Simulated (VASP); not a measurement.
PbS:

```xyz
4
Lattice="2.0800 -5.9913 0.0000 2.0800 5.9913 0.0000 0.0000 0.0000 4.2793" Properties=species:S:1:pos:R:3 pbc="T T T"
Pb    2.0800    4.4268    1.0698
Pb    2.0800   -4.4268    3.2095
S     2.0800    1.7399    1.0698
S     2.0800   -1.7399    3.2095
```

Program: VASP 6.6.1. Alike in all runs: task single point; cell as given; smearing fermi-dirac 0.05 eV.

Order these runs on this cell by their pressure, lowest first.
A. level r2SCAN; potentials or basis VASP PAW PBE potentials, release 64 (Pb_d, S); spin off; k mesh 7 × 7 × 6; cutoff (eV) 520
B. level RPBE+D3(BJ); potentials or basis VASP PAW PBE potentials, release 64 (Pb_d, S); spin off; k mesh 7 × 7 × 6; cutoff (eV) 520
C. level revPBE; potentials or basis VASP PAW PBE potentials, release 64 (Pb_d, S); spin off; k mesh 7 × 7 × 6; cutoff (eV) 520
D. level LDA; potentials or basis VASP PAW LDA potentials, release 64 (Pb_d, S); spin non-collinear, zero start, SOC; k mesh 5 × 5 × 5; cutoff (eV) 520
E. level PBEsol; potentials or basis VASP PAW PBE potentials, release 64 (Pb_d, S); spin non-collinear, zero start, SOC; k mesh 5 × 5 × 4; cutoff (eV) 500

B (-11.1 GPa), D (-3.6 GPa), E (-2.1 GPa), A (-0.1 GPa), C (2.4 GPa).

Caveats: some runs use coarse meshes; the PAW data sets were made with another functional, which shifts forces and pressure a little (at least some runs); the cell stands under tension (at least some runs).
